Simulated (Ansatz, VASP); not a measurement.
# Si2Mo: VASP beside Ansatz

```
CELL_PARAMETERS angstrom
-1.51528 1.51528 4.10623
1.51528 -1.51528 4.10623
1.51528 1.51528 -4.10623
ATOMIC_POSITIONS crystal
Si 0.33506 0.33506 0.00000
Si 0.66494 0.66494 0.00000
Mo 0.00000 0.00000 0.00000
```

Change from the starting cell: strain -0.050 along x and y, +0.050 along z, atoms carried along.

Alike in both runs: task single point; functional PBEsol; k mesh 20 × 20 × 20; occupations gaussian, width 0.15 eV; no spin polarisation.

|  | VASP | Ansatz |
| --- | --- | --- |
| version | VASP 6.6.1 | Ansatz 0.2.0 |
| potentials or method | VASP PAW PBE potentials, release 64 (Si, Mo_sv), cutoff 520 eV | scalar-relativistic, plane waves, PAW |
| valence electrons in the cell | 22 | 22 |

|  | VASP | Ansatz | Ansatz less VASP |
| --- | --- | --- | --- |
| gap on the k mesh at the Fermi level (eV) | none | none | - |
| pressure (GPa) | 13.7 | 13.2 | -0.48 |
| traceless stress, the component that is largest in VASP (GPa) | -24.18 | -24.16 | +0.020 |
| rms of the force components (eV/Å) | 0.024 | 0.017 | -0.0068 |

VASP's potentials were made for PBE, not for PBEsol. Atom by atom the forces differ by 0.007 eV/Å (rms over components). A gap of «none» marks a metal or a gap that the smearing closes. The functional is the same, so the differences come from potentials, cutoffs and numerics.
